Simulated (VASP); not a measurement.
## Y3Si2F: relaxation of cell and atoms with PBE

The system is Y3Si2F.

```
Y Si F
1.0
     4.05642    0.00000    0.00000
     0.00000    4.05642    0.00000
     0.00000    0.00000    7.12242
Y Si F
3 2 1
Direct
  0.50000 0.50000 0.44771
  0.50000 0.50000 0.84456
  0.00000 0.00000 0.20429
  0.50000 0.00000 0.78640
  0.00000 0.50000 0.78640
  0.00000 0.00000 0.64823
```

| Quantity | Value |
| --- | --- |
| Program | VASP 6.6.1 |
| Task | relaxation of cell and atoms |
| Functional | PBE |
| Potentials or basis | VASP PAW PBE potentials, release 64 (Y_sv, Si, F) |
| Cutoff | 600 eV |
| k mesh | 4 × 4 × 4 |
| Occupations | gaussian, width 0.1 eV |
| Spin | no spin polarisation |
| Dipole correction | no |
| Further INCAR settings | ALGO = Normal; EDIFF = 1e-07; IBRION = 2; EDIFFG = -0.04; NSW = 90; ISIF = 3 |

```
Relaxed volume                         : 22.73 Å³/atom
Relaxed cell                           : a = 4.069 Å, b = 4.069 Å, c = 8.237 Å, α = 90.00°, β = 90.00°, γ = 90.00°
Space group after relaxing (to 0.05 Å) : P4mm (No. 99)
Energy gained by relaxing              : 2586.5 meV/atom
Ionic steps                            : 37
Pressure after relaxing                : -0.1 GPa
Largest force after relaxing           : 0.040 eV/Å
Band gap on the k mesh                 : zero (band 24 reaches 4.61 eV, above the bottom of band 25 at 4.18 eV)
```

Forces in eV/Å, atoms in the order of the input:
```
Y    0.000  0.000  0.014
Y    0.000  0.000 -0.037
Y    0.000  0.000  0.040
Si   0.000  0.000  0.002
Si   0.000  0.000  0.002
F    0.000  0.000 -0.021
```

Stress tensor (GPa, compression positive):
```
-0.17  0.00  0.00
 0.00 -0.17  0.00
 0.00  0.00  0.02
```

Step by step:
| step | energy change (eV) | largest force (eV/Å) | pressure (GPa) | volume (Å³) |
| --- | --- | --- | --- | --- |
| 1 | 0.0000 | 9.3420 | 37.89 | 117.20 |
| 2 | -9.4376 | 1.3220 | -9.47 | 209.70 |
| 3 | -10.2302 | 3.2952 | -4.38 | 181.51 |
| 4 | -11.5774 | 2.7737 | -3.96 | 168.11 |
| 5 | -12.3874 | 1.2994 | 5.67 | 130.42 |
| 6 | -12.7374 | 1.5018 | 0.06 | 144.77 |
| 7 | -12.7747 | 1.5080 | 1.10 | 141.13 |
| 8 | -13.0069 | 1.5894 | -0.48 | 143.55 |
| 9 | -13.1505 | 1.5113 | -1.96 | 146.67 |
| 10 | -13.2986 | 1.3638 | -1.42 | 145.83 |
| 11 | -13.6096 | 1.4149 | 1.15 | 143.20 |
| 12 | -13.8450 | 1.6068 | 1.32 | 143.39 |
| 13 | -14.4537 | 2.6020 | 1.75 | 143.38 |
| 14 | -14.5671 | 6.9923 | 4.48 | 140.83 |
| 15 | -14.7116 | 5.3209 | 3.31 | 142.04 |
| 16 | -14.8828 | 4.5406 | 2.22 | 142.73 |
| 17 | -15.1875 | 2.6401 | -0.41 | 144.43 |
| 18 | -15.0386 | 1.4938 | -3.16 | 146.29 |
| 19 | -15.2263 | 1.6888 | -1.62 | 145.32 |
| 20 | -15.2268 | 1.7958 | -1.48 | 145.23 |
| 21 | -15.2773 | 1.5980 | -1.43 | 144.53 |
| 22 | -15.3920 | 1.0877 | -1.13 | 142.42 |
| 23 | -15.4610 | 0.3617 | -0.03 | 138.22 |
| 24 | -15.4641 | 0.4646 | -0.26 | 138.91 |
| 25 | -15.4731 | 0.3669 | -0.42 | 138.87 |
| 26 | -15.4908 | 0.2591 | -0.88 | 138.73 |
| 27 | -15.4869 | 0.4418 | -1.69 | 138.39 |
| 28 | -15.4954 | 0.3293 | -1.24 | 138.60 |
| 29 | -15.5051 | 0.2763 | -0.86 | 137.51 |
| 30 | -15.5151 | 0.1586 | -0.01 | 135.19 |
| 31 | -15.5153 | 0.1406 | 0.13 | 134.84 |
| 32 | -15.5161 | 0.1189 | 0.13 | 134.98 |
| 33 | -15.5175 | 0.0553 | 0.14 | 135.38 |
| 34 | -15.5176 | 0.0658 | 0.15 | 135.53 |
| 35 | -15.5183 | 0.0750 | -0.04 | 136.01 |
| 36 | -15.5184 | 0.0813 | -0.16 | 136.33 |
| 37 | -15.5191 | 0.0397 | -0.11 | 136.36 |

Final structure:
```cif
data_structure
_symmetry_space_group_name_H-M 'P 1'
_symmetry_Int_Tables_number 1
_cell_length_a 4.0687
_cell_length_b 4.0687
_cell_length_c 8.2370
_cell_angle_alpha 90.000
_cell_angle_beta 90.000
_cell_angle_gamma 90.000
_cell_volume 136.36
loop_
_atom_site_label
_atom_site_type_symbol
_atom_site_fract_x
_atom_site_fract_y
_atom_site_fract_z
_atom_site_occupancy
Y1 Y 0.50000 0.50000 0.52498 1
Y2 Y 0.50000 0.50000 0.01000 1
Y3 Y 0.00000 0.00000 0.18551 1
Si1 Si 0.50000 0.00000 0.77735 1
Si2 Si 0.00000 0.50000 0.77735 1
F1 F 0.00000 0.00000 0.44239 1
```

Levels at points of the mesh, in eV from the Fermi level:
```csv
k point,band 20,band 21,band 22,band 23,band 24,band 25,band 26,band 27,band 28
"(0.00, 0.00, 0.00)",-2.56,-2.26,-2.26,-1.38,-0.34,0.08,1.40,2.13,2.13
"(0.50, 0.00, 0.00)",-1.66,-1.35,-1.15,-0.81,-0.36,0.01,1.23,1.52,1.85
"(0.50, 0.50, 0.00)",-4.01,-1.01,-1.01,-0.50,0.28,0.72,0.72,1.40,1.40
"(0.00, 0.00, 0.50)",-2.24,-2.24,-1.75,-1.68,-0.35,0.84,1.42,1.92,1.92
"(0.50, 0.00, 0.50)",-1.69,-1.50,-1.05,-0.54,-0.28,-0.15,0.74,1.53,1.75
"(0.50, 0.50, 0.50)",-3.84,-1.15,-1.15,-0.91,-0.10,0.70,0.70,1.75,1.75
```

It took 20 min on 1 thread of Intel(R) Xeon(R) 6975P-C (Granite Rapids), with other jobs on the host, peak memory 0.31 GiB.

Caveat: the k points lie up to 0.39 Å⁻¹ apart in the final cell; the volume moved by over 15 % at a fixed basis, so the end points are rough.
